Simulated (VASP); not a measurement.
A run of VASP 6.6.1 is set up as follows.

The input INCAR:

```
SYSTEM = SiC
PREC = Accurate ; ENCUT = 600
EDIFF = 1E-6 ; ISMEAR = -1
SIGMA = 0.05 ; LREAL = .False.
LASPH = .True. ; NELM = 120
ALGO = Normal ; ISIF = 2
LWAVE = .False. ; LCHARG = .False.
GGA = PE ; IVDW = 12
NBANDS = 11 ; GGA_COMPAT = .False.
```

The input KPOINTS:

```
regular mesh
0
Gamma
  10 10 10
  0 0 0
```

POSCAR

```
SiC
1.0
    0.0000000000      2.2217363401      2.2217363401
    2.2217363401      0.0000000000      2.2217363401
    2.2217363401      2.2217363401      0.0000000000
Si C
1 1
Direct
    0.0000000000      0.0000000000      0.0000000000
    0.7500000000      0.7500000000      0.7500000000
```

Potentials or basis: VASP PAW PBE potentials, release 64 (Si, C).

Command:

```sh
$ cat potpaw_PBE.64/Si/POTCAR potpaw_PBE.64/C/POTCAR > POTCAR
$ mpirun -np 1 vasp_std > vasp.out
```

(1) Predict the pressure.

(2) What does it give for the dispersion energy per atom?

(3) Predict the band gap on the k mesh.

## Answers

(1) -12.8 GPa.

(2) -0.284 eV.

(3) 1.41 eV, indirect (least direct gap 4.48 eV).
